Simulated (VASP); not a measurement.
# AlN (I-4m2) in VASP: single point with HSE06

Aim: the single point of AlN with HSE06.

Everything below comes from runs of VASP 6.6.1. Logs are shortened: lines on timing, memory, paths and dates and some standing lists are left out, and cuts for length are marked.

### 1 The cell of the first run

The structure is tetragonal, space group I-4m2 (No. 119). The conventional cell has a = 3.183 Å, b = 3.183 Å, c = 4.221 Å, α = 90.00°, β = 90.00°, γ = 90.00°. Within 2.5 Å of Al (site symmetry -4m2) lie 4 N at 1.91 Å. Within 2.5 Å of N (site symmetry -4m2) lie 4 Al at 1.91 Å.

### 2 Single point, HSE06 (epitaxial xy strain +3.0%)

File POSCAR:

```
AlN
1.0
    0.0000000000      2.2504227048      2.1105448577
    2.2504227048      0.0000000000      2.1105448577
    2.2504227048      2.2504227048      0.0000000000
Al N
1 1
Direct
    0.0000000000      0.0000000000      0.0000000000
    0.2500000000      0.2500000000      0.2500000000
```

File INCAR.step1:

```
SYSTEM = AlN
  ALGO = Normal
  EDIFF = 1E-5
  ENCUT = 520
  GGA = PE
  ISIF = 2
  ISMEAR = 0
  LASPH = .TRUE.
  LCHARG = .FALSE.
  LREAL = .FALSE.
  LWAVE = .TRUE.
  NBANDS = 11
  NELM = 60
  PREC = Accurate
  SIGMA = 0.01
```

File INCAR.step2:

```
SYSTEM = AlN
  ALGO = Normal
  EDIFF = 1E-7
  ENCUT = 520
  GGA = PE
  HFSCREEN = 0.2079
  ISIF = 2
  ISMEAR = 0
  ISTART = 1
  LASPH = .TRUE.
  LCHARG = .FALSE.
  LHFCALC = .TRUE.
  LREAL = .FALSE.
  LWAVE = .FALSE.
  NBANDS = 11
  NELM = 60
  PREC = Accurate
  PRECFOCK = Normal
  SIGMA = 0.01
```

File KPOINTS:

```
k-points
0
G
  8 8 8
  0 0 0
```

Potentials or basis: VASP PAW PBE potentials, release 64 (Al, N).

Run with:

```sh
> cat potpaw_PBE.64/Al/POTCAR potpaw_PBE.64/N/POTCAR > POTCAR
> cp INCAR.step1 INCAR
> mpirun -np 1 vasp_std > vasp.out
> cp INCAR.step2 INCAR
> mpirun -np 1 vasp_std > vasp.out
```

OUTCAR:

```text
SYSTEM = AlN
   EDIFF = 1E-7
   ENCUT = 520
   GGA = PE
   HFSCREEN = 0.2079
   ISIF = 2
   ISMEAR = 0
   ISTART = 1
   LASPH = .TRUE.
   LHFCALC = .TRUE.
   LREAL = .FALSE.
   NELM = 60
   PREC = Accurate
   PRECFOCK = Normal

 ion  position               nearest neighbor table
   1  0.000  0.000  0.000-   2 1.91   2 1.91   2 1.91   2 1.91
   2  0.250  0.250  0.250-   1 1.91   1 1.91   1 1.91   1 1.91

  LATTYP: Found a body centered tetragonal cell.
 ALAT       =     3.1825783102
 C/A-ratio  =     1.3263113438

  Lattice vectors:

 A1 = (   0.0000000000,  -2.2504227048,  -2.1105448577)
 A2 = (   0.0000000000,   2.2504227048,  -2.1105448577)
 A3 = (   2.2504227048,   0.0000000000,   2.1105448577)

Analysis of symmetry for initial positions (statically):
=====================================================================
 Subroutine PRICEL returns:
 Original cell was already a primitive cell.

 Routine SETGRP: Setting up the symmetry group for a
 body centered tetragonal supercell.

 Subroutine GETGRP returns: Found  8 space group operations
 (whereof  8 operations were pure point group operations)
 out of a pool of 16 trial point group operations.

The static configuration has the point symmetry D_2d.

Analysis of symmetry for dynamics (positions and initial velocities):
=====================================================================
 Subroutine PRICEL returns:
 Original cell was already a primitive cell.

 Routine SETGRP: Setting up the symmetry group for a
 body centered tetragonal supercell.

 Subroutine GETGRP returns: Found  8 space group operations
 (whereof  8 operations were pure point group operations)
 out of a pool of 16 trial point group operations.

The dynamic configuration has the point symmetry D_2d.

 Subroutine INISYM returns: Found  8 space group operations
 (whereof  8 operations are pure point group operations),
 and found     1 'primitive' translations

----------------------------------------------------------------------------------------

                                     Primitive cell

  volume of cell :      21.3773

  direct lattice vectors                    reciprocal lattice vectors
     0.000000000  2.250422705  2.110544858    -0.222180481  0.222180481  0.236905649
     2.250422705  0.000000000  2.110544858     0.222180481 -0.222180481  0.236905649
     2.250422705  2.250422705  0.000000000     0.222180481  0.222180481 -0.236905649

  length of vectors
     3.085255572  3.085255572  3.182578310     0.393513176  0.393513176  0.393513176

  position of ions in fractional coordinates (direct lattice)
     0.000000000  0.000000000  0.000000000
     0.250000000  0.250000000  0.250000000

  ion indices of the primitive-cell ions
   primitive index   ion index
                 1           1
                 2           2

----------------------------------------------------------------------------------------

 KPOINTS: k-points

Automatic generation of k-mesh.
 Grid dimensions read from file:
 generate k-points for:    8    8    8

 Generating k-lattice:

  Cartesian coordinates                     Fractional coordinates (reciprocal lattice)
    -0.027772560  0.027772560  0.029613206     0.125000000 -0.000000000  0.000000000
     0.027772560 -0.027772560  0.029613206    -0.000000000  0.125000000  0.000000000
     0.027772560  0.027772560 -0.029613206     0.000000000  0.000000000  0.125000000

  Length of vectors
     0.049189147  0.049189147  0.049189147

  Shift w.r.t. Gamma in fractional coordinates (k-lattice)
     0.000000000  0.000000000  0.000000000

 Subroutine IBZKPT returns following result:
 ===========================================

 Found     59 irreducible k-points:

 Following reciprocal coordinates:
            Coordinates               Weight
  0.000000  0.000000  0.000000      1.000000
  0.125000  0.000000  0.000000      8.000000
  0.250000  0.000000  0.000000      8.000000
  0.375000  0.000000  0.000000      8.000000
  0.500000  0.000000  0.000000      4.000000
  0.125000  0.125000  0.000000      2.000000
[... 16 lines left out ...]
  0.250000  0.000000  0.125000     16.000000
  0.375000  0.000000  0.125000     16.000000
 [... further k-points ...]
   k-points           NKPTS =     59   k-points in BZ     NKDIM =    512   number of bands    NBANDS=     11
   number of dos      NEDOS =    301   number of ions     NIONS =      2
   total plane-waves  NPLWV =  13824
   dimension x,y,z NGX =    24 NGY =   24 NGZ =   24
   dimension x,y,z NGXF=    48 NGYF=   48 NGZF=   48
   ions per type =               1   1
   NGX,Y,Z   is equivalent  to a cutoff of  12.93, 12.93, 12.54 a.u.
   NGXF,Y,Z  is equivalent  to a cutoff of  25.86, 25.86, 25.07 a.u.
 SYSTEM =  AlN
   PREC   = accura    normal or accurate (medium, high low for compatibility)
   ISTART =      1    job   : 0-new  1-cont  2-samecut
   ICHARG =      0    charge: 1-file 2-atom 10-const
   ISPIN  =      1    spin polarized calculation?
   LNONCOLLINEAR =      F non collinear calculations
   LSORBIT =      F    spin-orbit coupling
   LASPH  =      T    aspherical Exc in radial PAW
   ENCUT  =  520.0 eV  38.22 Ry    6.18 a.u.   5.74  5.74  5.92*2*pi/ulx,y,z
   NELM   =     60;   NELMIN=  2; NELMDL=  0     # of ELM steps
   EDIFF  = 0.1E-06   stopping-criterion for ELM
   LREAL  =      F    real-space projection
   EDIFFG = 0.1E-05   stopping-criterion for IOM
   NSW    =      0    number of steps for IOM
   IBRION =     -1    ionic relax: 0-MD 1-quasi-New 2-CG
   NFREE  =      0    steps in history (QN), initial steepest desc. (CG)
   ISIF   =      2    stress and relaxation
   ISYM   =      3    0-nonsym 1-usesym 2-fastsym
   POTIM  = 0.5000    time-step for ionic-motion
   TEBEG  =    0.0;   TEEND  =   0.0 temperature during run
   PSTRESS=    0.0 pullay stress
   NELECT =       8.0000    total number of electrons
   NUPDOWN=      -1.0000    fix difference up-down
   EMIN   =  10.00;   EMAX   =-10.00  energy-range for DOS
   EFERMI =   0.00;   METHOD = LEGACY
   ISMEAR =     0;   SIGMA  =   0.01  broadening in eV -4-tet -1-fermi 0-gaus
   EFERMI_NEDOS =   21; number of points for ismear=-14 and -15
   IALGO  =     38    algorithm
   IMIX   =      1    mixing-type and parameters
     AMIX     =   0.40;   BMIX     =  1.00
     AMIX_MAG =   1.60;   BMIX_MAG =  1.00
  volume/ion in A,a.u.               =      10.69        72.13
  Fermi-wavevector in a.u.,A,eV,Ry     =   1.179743  2.229390 18.936485  1.391792
  Thomas-Fermi vector in A             =   2.316048
   LORBIT       =      0    0 simple, 1 ext, 2 COOP (PROOUT), +10 PAW based schemes
   GGA     = PE    functional components
   LHFCALC =     T    Hartree Fock is set to
   PRECFOCK=normal    Normal, Fast or Accurate (Low or Medium for compatibility)
   ENCUT4O =  -1.0   cutoff for four orbital integrals eV
   NKREDX  =     1    reduce k-point grid by
   NKREDY  =     1    reduce k-point grid by
   NKREDZ  =     1    reduce k-point grid by
   AEXX    =    0.2500 exact exchange contribution
   HFSCREEN=    0.2079 screening length (either q_TF or 0.3 A-1)
   HFSCREENC=   0.2079 screening length for correlation (either q_TF or 0.3 A-1)
   ENCUTFOCK=  -1.0 apply spherical cutoff to Coloumb kernel
   IVDW    =     0    specifies the selected vdW correction
   LEPSILON=     F    determine dielectric tensor
   LRPA    =     F    only Hartree local field effects (RPA)
 non-spin polarized calculation
 Gauss-broadening in eV      SIGMA  =   0.01
  energy-cutoff  :      520.00
  volume of cell :       21.38
 maximum number of plane-waves:       592
  NGX = 18; NGY = 18; NGZ = 18

 number of electron       8.0000002 magnetization

 Free energy of the ion-electron system (eV)
  ---------------------------------------------------
  ext. energy  EPLUGINS =         0.00000000
  ---------------------------------------------------
  free energy    TOTEN  =       -17.36212553 eV

  energy without entropy =      -17.36212553  energy(sigma->0) =      -17.36212553

 E-fermi :   5.0381     XC(G=0):  -8.9301

 val. band max:        4.9956708749   @ k =   0.0000   0.0000   0.0000
 cond. band min:       9.1976383786   @ k =   0.5000   0.5000   0.0000
 fundamental gap:      4.2019675037
 Fermi energy:         5.0380500662

 k-point     1 :       0.0000    0.0000    0.0000
  band No.  band energies     occupation
      1     -11.5001      2.00000
      2       4.7537      2.00000
      3       4.7537      2.00000
      4       4.9957      2.00000
      5      10.1113      0.00000
      6      18.7553      0.00000
      7      18.8377      0.00000
      8      18.8377      0.00000
      9      23.1450      0.00000
     10      24.7574      0.00000
     11      24.7602      0.00000

 k-point     2 :       0.1250    0.0000    0.0000
  band No.  band energies     occupation
      1     -11.2632      2.00000
      2       3.5939      2.00000
      3       4.6349      2.00000
      4       4.8587      2.00000
      5      11.0986      0.00000
      6      18.1397      0.00000
      7      18.8891      0.00000
      8      19.1187      0.00000
      9      21.9219      0.00000
     10      22.7688      0.00000
     11      25.0349      0.00000

 k-point     3 :       0.2500    0.0000    0.0000
  band No.  band energies     occupation
      1     -10.6156      2.00000
      2       1.3614      2.00000
      3       4.3675      2.00000
      4       4.7204      2.00000
      5      12.5052      0.00000
      6      17.0772      0.00000
      7      18.1030      0.00000
      8      19.2391      0.00000
      9      22.4407      0.00000
     10      22.6558      0.00000
     11      24.0608      0.00000

 k-point     4 :       0.3750    0.0000    0.0000
  band No.  band energies     occupation
      1      -9.8048      2.00000
      2      -0.5892      2.00000
      3       4.1237      2.00000
      4       4.5986      2.00000
      5      13.1789      0.00000
      6      16.4501      0.00000
      7      17.1611      0.00000
      8      18.5835      0.00000
      9      23.5421      0.00000
     10      24.9914      0.00000
     11      25.0221      0.00000

 k-point     5 :       0.5000    0.0000    0.0000
  band No.  band energies     occupation
      1      -9.3884      2.00000
      2      -1.4090      2.00000
      3       4.0287      2.00000
      4       4.5515      2.00000
      5      13.2981      0.00000
      6      16.3031      0.00000
      7      16.8105      0.00000
      8      18.2060      0.00000
      9      24.1860      0.00000
     10      26.6741      0.00000
     11      26.9233      0.00000
[... 211 lines left out ...]
 k-point    21 :       0.5000    0.5000    0.0000
  band No.  band energies     occupation
      1      -8.5558      2.00000
      2       0.0047      2.00000
      3       2.5425      2.00000
      4       2.5425      2.00000
      5       9.1976      0.00000
      6      14.0463      0.00000
      7      21.2985      0.00000
      8      21.9511      0.00000
      9      21.9511      0.00000
     10      29.8503      0.00000
     11      30.4329      0.00000

 k-point    22 :       0.1250    0.0000    0.1250
  band No.  band energies     occupation
      1     -11.1979      2.00000
      2       3.5971      2.00000
      3       4.4702      2.00000
      4       4.6603      2.00000
      5      11.3196      0.00000
      6      17.9263      0.00000
      7      18.9936      0.00000
      8      19.5835      0.00000
      9      19.6094      0.00000
     10      24.6144      0.00000
     11      25.7578      0.00000

 k-point    23 :       0.2500    0.0000    0.1250
  band No.  band energies     occupation
      1     -10.6980      2.00000
      2       2.0119      2.00000
      3       4.1839      2.00000
      4       4.3974      2.00000
      5      12.4015      0.00000
      6      17.0103      0.00000
      7      17.7968      0.00000
      8      19.4878      0.00000
      9      20.7691      0.00000
     10      24.2658      0.00000
     11      26.4148      0.00000

 k-point    24 :       0.3750    0.0000    0.1250
  band No.  band energies     occupation
      1      -9.9317      2.00000
      2       0.1338      2.00000
      3       3.7809      2.00000
      4       4.2114      2.00000
      5      13.2786      0.00000
      6      15.6833      0.00000
      7      17.7664      0.00000
      8      19.2391      0.00000
      9      22.3720      0.00000
     10      25.0925      0.00000
     11      26.3793      0.00000

 [... further k-points ...]

------------------------ aborting loop because EDIFF is reached ----------------------------------------

  FORCE on cell =-STRESS in cart. coord.  units (eV):
  Direction    XX          YY          ZZ          XY          YZ          ZX
  --------------------------------------------------------------------------------------
  -------------------------------------------------------------------------------------
  Total       -1.1533733     -1.1533733     -0.1189604      0.0000000      0.0000000      0.0000000
  in kB      -86.4425743    -86.4425743     -8.9157944      0.0000000      0.0000000      0.0000000
  external PRESSURE =     -60.6003143 kB  Pullay stress =       0.0000000 kB

 VOLUME and BASIS-vectors are now :
 -----------------------------------------------------------------------------
  energy-cutoff  :      520.00
  volume of cell :       21.38
      direct lattice vectors                 reciprocal lattice vectors
     0.000000000  2.250422705  2.110544858    -0.222180481  0.222180481  0.236905649
     2.250422705  0.000000000  2.110544858     0.222180481 -0.222180481  0.236905649
     2.250422705  2.250422705  0.000000000     0.222180481  0.222180481 -0.236905649

 POSITION                                       TOTAL-FORCE (eV/Angst)
 -----------------------------------------------------------------------------------
      0.00000      0.00000      0.00000         0.000000      0.000000      0.000000
      1.12521      1.12521      1.05527        -0.000000      0.000000     -0.000000
 -----------------------------------------------------------------------------------
    total drift:                                0.000000      0.000000     -0.000000

  FREE ENERGIE OF THE ION-ELECTRON SYSTEM (eV)
  ---------------------------------------------------
  free  energy   TOTEN  =       -17.3621255317 eV

  energy  without entropy=      -17.3621255317  energy(sigma->0) =      -17.36212553
```

It took 32 min on 1 thread of Intel Xeon Platinum 8488C (Sapphire Rapids), shared host; peak memory 0.26 GiB.

What came out:

```
Free energy            : -17.3621 eV
Pressure               : -6.1 GPa
Band gap on the k mesh : 4.20 eV (least direct gap 5.12 eV)
```

Caveat: the cell differs from its parent crystal (epitaxial xy strain +3.0%); the stress differs along the axes, from -9 to -1 GPa; the structure was generated, so it needn't be the stable form of AlN; the PAW data sets were made with another functional, which shifts forces and pressure a little.
